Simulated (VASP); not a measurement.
# KC (C2/m) in VASP: settings compared

KC is run at these levels: revPBE+D3(BJ), revPBE; tasks: single point.

Everything below comes from runs of VASP 6.6.1. Logs are shortened: lines on timing, memory, paths and dates and some standing lists are left out, and cuts for length are marked.

### Step 1. The cell of the first run

It takes space group C2/m (No. 12, monoclinic). The conventional cell has a = 7.563 Å, b = 4.365 Å, c = 7.565 Å, α = 90.00°, β = 109.52°, γ = 90.00°. K (site symmetry m) has 6 C at 3.05 to 3.13 Å within 4.0 Å. Within 4.0 Å of C (site symmetry 2/m) lie 6 K at 3.05 to 3.10 Å. C (site symmetry 2/m) has 6 K at 3.07 to 3.13 Å within 4.0 Å.

### Step 2. Single point, revPBE+D3(BJ)

Input file INCAR:

```
PREC     = Accurate       # precision mode
ENCUT    = 520            # plane-wave cutoff, eV
EDIFF    = 1E-6           # SCF threshold, eV
ISMEAR   = -1             # smearing method
SIGMA    = 0.1            # smearing width, eV
LREAL    = False          # projectors in reciprocal space
LASPH    = True           # aspherical terms in the spheres
NELM     = 100            # most SCF steps
ALGO     = Normal         # electronic algorithm
ISIF     = 2              # what is computed and relaxed
LWAVE    = False          # write WAVECAR
LCHARG   = True           # write CHGCAR
GGA      = RE             # functional
IVDW     = 12             # dispersion correction
LELF     = True           # ELF
LVHAR    = True         
NBANDS   = 21             # bands
```

Input file KPOINTS:

```
regular mesh
0
Gamma
  7 7 4
```

Input file POSCAR:

```
KC
1.0
    3.7817400000     -2.1823000000      0.0000000000
    3.7817400000      2.1823000000      0.0000000000
   -2.5274100000      0.0000000000      7.1307800000
K C
2 2
Direct
    0.7557200000      0.7557200000      0.2497500000
    0.2442800000      0.2442800000      0.7502500000
    0.0000000000      0.0000000000      0.0000000000
    0.5000000000      0.5000000000      0.5000000000
```

Potentials or basis: VASP PAW PBE potentials, release 64 (K_sv, C).

On the command line:

```
> cat potpaw_PBE.64/K_sv/POTCAR potpaw_PBE.64/C/POTCAR > POTCAR
> mpirun -np 1 vasp_std > vasp.out
```

OUTCAR:

```text
PREC = Accurate
   ENCUT = 520
   EDIFF = 1E-6
   ISMEAR = -1
   LREAL = False
   LASPH = True
   NELM = 100
   ISIF = 2
   GGA = RE
   IVDW = 12
 IVDW          = 12

 ion  position               nearest neighbor table
   1  0.756  0.756  0.250-
   2  0.244  0.244  0.750-
   3  0.000  0.000  0.000-
   4  0.500  0.500  0.500-

  LATTYP: Found a base centered monoclinic cell.
 ALAT       =     7.5634800000
 B/A-ratio  =     0.5770624104
 C/A-ratio  =     1.0002586360
 COS(beta)  =    -0.3340732692

  Lattice vectors:

 A1 = (   3.7817400000,  -2.1823000000,   0.0000000000)
 A2 = (   3.7817400000,   2.1823000000,   0.0000000000)
 A3 = (  -2.5274100000,   0.0000000000,   7.1307800000)

Analysis of symmetry for initial positions (statically):
=====================================================================
 Subroutine PRICEL returns:
 Original cell was already a primitive cell.

 Routine SETGRP: Setting up the symmetry group for a
 base centered monoclinic supercell.

 Subroutine GETGRP returns: Found  4 space group operations
 (whereof  4 operations were pure point group operations)
 out of a pool of  4 trial point group operations.

The static configuration has the point symmetry C_2h.

Analysis of symmetry for dynamics (positions and initial velocities):
=====================================================================
 Subroutine PRICEL returns:
 Original cell was already a primitive cell.

 Routine SETGRP: Setting up the symmetry group for a
 base centered monoclinic supercell.

 Subroutine GETGRP returns: Found  4 space group operations
 (whereof  4 operations were pure point group operations)
 out of a pool of  4 trial point group operations.

The dynamic configuration has the point symmetry C_2h.

 Subroutine INISYM returns: Found  4 space group operations
 (whereof  4 operations are pure point group operations),
 and found     1 'primitive' translations

----------------------------------------------------------------------------------------

                                     Primitive cell

  volume of cell :     117.6991

  direct lattice vectors                    reciprocal lattice vectors
[... 84 lines left out ...]
   ICHARG =      2    charge: 1-file 2-atom 10-const
   ISPIN  =      1    spin polarized calculation?
   LNONCOLLINEAR =      F non collinear calculations
   LSORBIT =      F    spin-orbit coupling
   LASPH  =      T    aspherical Exc in radial PAW
   ENCUT  =  520.0 eV  38.22 Ry    6.18 a.u.   8.12  8.12 14.07*2*pi/ulx,y,z
   NELM   =    100;   NELMIN=  2; NELMDL= -5     # of ELM steps
   EDIFF  = 0.1E-05   stopping-criterion for ELM
   LREAL  =      F    real-space projection
   EDIFFG = 0.1E-04   stopping-criterion for IOM
   NSW    =      0    number of steps for IOM
   IBRION =     -1    ionic relax: 0-MD 1-quasi-New 2-CG
   NFREE  =      0    steps in history (QN), initial steepest desc. (CG)
   ISIF   =      2    stress and relaxation
   ISYM   =      2    0-nonsym 1-usesym 2-fastsym
   POTIM  = 0.5000    time-step for ionic-motion
   TEBEG  =    0.0;   TEEND  =   0.0 temperature during run
   PSTRESS=    0.0 pullay stress
   NELECT =      26.0000    total number of electrons
   NUPDOWN=      -1.0000    fix difference up-down
   EMIN   =  10.00;   EMAX   =-10.00  energy-range for DOS
   EFERMI =   0.00;   METHOD = LEGACY
   ISMEAR =    -1;   SIGMA  =   0.10  broadening in eV -4-tet -1-fermi 0-gaus
   EFERMI_NEDOS =   21; number of points for ismear=-14 and -15
   IALGO  =     38    algorithm
   IMIX   =      4    mixing-type and parameters
     AMIX     =   0.40;   BMIX     =  1.00
     AMIX_MAG =   1.60;   BMIX_MAG =  1.00
  volume/ion in A,a.u.               =      29.42       198.57
  Fermi-wavevector in a.u.,A,eV,Ry     =   0.989635  1.870138 13.325230  0.979377
  Thomas-Fermi vector in A             =   2.121247
   LORBIT       =      0    0 simple, 1 ext, 2 COOP (PROOUT), +10 PAW based schemes
   GGA     = RE    functional components
   LHFCALC =     F    Hartree Fock is set to
   AEXX    =    0.0000 exact exchange contribution
   IVDW    =    12    specifies the selected vdW correction
   LEPSILON=     F    determine dielectric tensor
   LRPA    =     F    only Hartree local field effects (RPA)
 non-spin polarized calculation
  energy-cutoff  :      520.00
  volume of cell :      117.70
 maximum number of plane-waves:      3187
   NGX = 17   NGY = 17   NGZ = 29

 number of electron      26.0000001 magnetization

 Free energy of the ion-electron system (eV)
  ---------------------------------------------------
  ext. energy  EPLUGINS =         0.00000000
  ---------------------------------------------------
  free energy    TOTEN  =        -8.58581005 eV

  energy without entropy =       -8.21090985  energy(sigma->0) =       -8.39835995

 E-fermi :  -0.5394     XC(G=0):  -7.1847

 val. band max:       -0.5410562500   @ k =  -0.4286   0.4286   0.2500
 cond. band min:      -0.5346547850   @ k =   0.2857   0.0000   0.2500
 fundamental gap:      0.0064014650
 Fermi energy:        -0.5393892331

 k-point     1 :       0.0000    0.0000    0.0000
  band No.  band energies     occupation
      1     -30.0822      2.00000
      2     -30.0703      2.00000
      3     -13.7212      2.00000
      4     -13.5107      2.00000
      5     -13.5102      2.00000
      6     -13.4962      2.00000
[... 565 lines left out ...]
     20       5.6619      0.00000
     21       6.5375      0.00000

 [... further k-points ...]

------------------------ aborting loop because EDIFF is reached ----------------------------------------

 Edisp (eV)   -0.93298

 E8    (eV) :    -0.6713

  FORCE on cell =-STRESS in cart. coord.  units (eV):
  Direction    XX          YY          ZZ          XY          YZ          ZX
  --------------------------------------------------------------------------------------
  -------------------------------------------------------------------------------------
  Total      -0.93818    -0.92838    -0.91511     0.00000     0.00000    -0.00197
  in kB     -12.77101   -12.63759   -12.45687     0.00000     0.00000    -0.02683
  external pressure =      -12.62 kB  Pullay stress =        0.00 kB

 VOLUME and BASIS-vectors are now :
 -----------------------------------------------------------------------------
  energy-cutoff  :      520.00
  volume of cell :      117.70
      direct lattice vectors                 reciprocal lattice vectors
     3.781740000 -2.182300000  0.000000000     0.132214272 -0.229116070  0.046861588
     3.781740000  2.182300000  0.000000000     0.132214272  0.229116070  0.046861588
    -2.527410000  0.000000000  7.130780000     0.000000000  0.000000000  0.140237113

 POSITION                                       TOTAL-FORCE (eV/Angst)
 -----------------------------------------------------------------------------------
      5.08465      0.00000      1.78091        -0.055622      0.000000      0.002980
     -0.04858      0.00000      5.34987         0.055622      0.000000     -0.002980
      0.00000      0.00000      0.00000         0.000000      0.000000      0.000000
      2.51804      0.00000      3.56539         0.000000      0.000000      0.000000
 -----------------------------------------------------------------------------------
    total drift:                                0.000000      0.000000     -0.000000

  FREE ENERGIE OF THE ION-ELECTRON SYSTEM (eV)
  ---------------------------------------------------
  free  energy   TOTEN  =        -9.5187858728 eV

  energy  without entropy=       -9.1438856749  energy(sigma->0) =       -9.33133577
```

stdout:

```text
POSCAR found type information on POSCAR K C
 POSCAR found :  2 types and       4 ions
 scaLAPACK will be used
 -----------------------------------------------------------------------------
|                                                                             |
|                                                                             |
|     You enforced a specific xc type in the INCAR file but a different       |
|     I HOPE YOU KNOW WHAT YOU ARE DOING!                                     |
|                                                                             |
 -----------------------------------------------------------------------------

 LDA part: xc-table for (Slater+PW92), standard interpolation
 POSCAR, INCAR and KPOINTS ok, starting setup
 FFT: planning ... GRIDC
 FFT: planning ... GRID_SOFT
 FFT: planning ... GRID
 WAVECAR not read
 entering main loop
```

Run time: 2.8 min. Hardware: 1 thread of Intel Xeon 8259CL, shared host; peak memory 0.31 GiB.

Results:

```yaml
Free_energy: -9.5188 eV
Pressure: -1.3 GPa
Largest_force: 0.056 eV/Å
Band_gap_on_the_k_mesh: zero (bands 13 and 14 overlap by 0.45 eV)
Dispersion_energy_per_atom: -0.233 eV
```

Forces on the atoms (eV/Å):
```
K   -0.056  0.000  0.003
K    0.056  0.000 -0.003
C    0.000  0.000  0.000
C    0.000  0.000  0.000
```

Caveat: three body term missing; the PAW data sets were made with another functional, which shifts forces and pressure a little.

### Step 3. Single point, revPBE

Input file INCAR:

```
SYSTEM = KC
ALGO = Normal ; EDIFF = 1E-6
ENCUT = 520 ; GGA = RE
ISIF = 2 ; ISMEAR = -1
LASPH = .True. ; LCHARG = .False.
LREAL = .False. ; LWAVE = .False.
NBANDS = 21 ; NELM = 100
PREC = Accurate ; SIGMA = 0.1
```

Input file KPOINTS:

```
k-points
0
Gamma
  7 7 4
  0 0 0
```

POSCAR is that of step 2.

Potentials or basis: VASP PAW PBE potentials, release 64 (K_sv, C).

On the command line:

```
> cat potpaw_PBE.64/K_sv/POTCAR potpaw_PBE.64/C/POTCAR > POTCAR
> mpirun -np 1 vasp_std > vasp.out
```

It took 2.9 min on 1 thread of Intel Xeon 8259CL, shared host; peak memory 0.3 GiB.

The run converged. Its results:

| Item | Value |
| --- | --- |
| Free energy | -8.5858 eV |
| Pressure | -0.1 GPa |
| Largest force | 0.056 eV/Å |
| Band gap on the k mesh | zero (bands 13 and 14 overlap by 0.45 eV) |

Forces on the atoms (eV/Å):
```
K   -0.056  0.000  0.003
K    0.056  0.000 -0.003
C    0.000  0.000  0.000
C    0.000  0.000  0.000
```

Levels at points of the mesh, in eV from the Fermi level:
| k point | band 8 | band 9 | band 10 | band 11 | band 12 | band 13 | band 14 | band 15 | band 16 | band 17 |
| --- | --- | --- | --- | --- | --- | --- | --- | --- | --- | --- |
| (0.00, 0.00, 0.00) | -12.96 | -8.58 | -8.08 | -1.04 | 0.12 | 0.12 | 0.59 | 0.59 | 0.59 | 3.71 |
| (0.00, 0.00, 0.50) | -12.96 | -8.33 | -8.33 | -0.35 | -0.35 | 0.33 | 0.33 | 0.35 | 0.35 | 4.98 |

Caveat: the PAW data sets were made with another functional, which shifts forces and pressure a little.
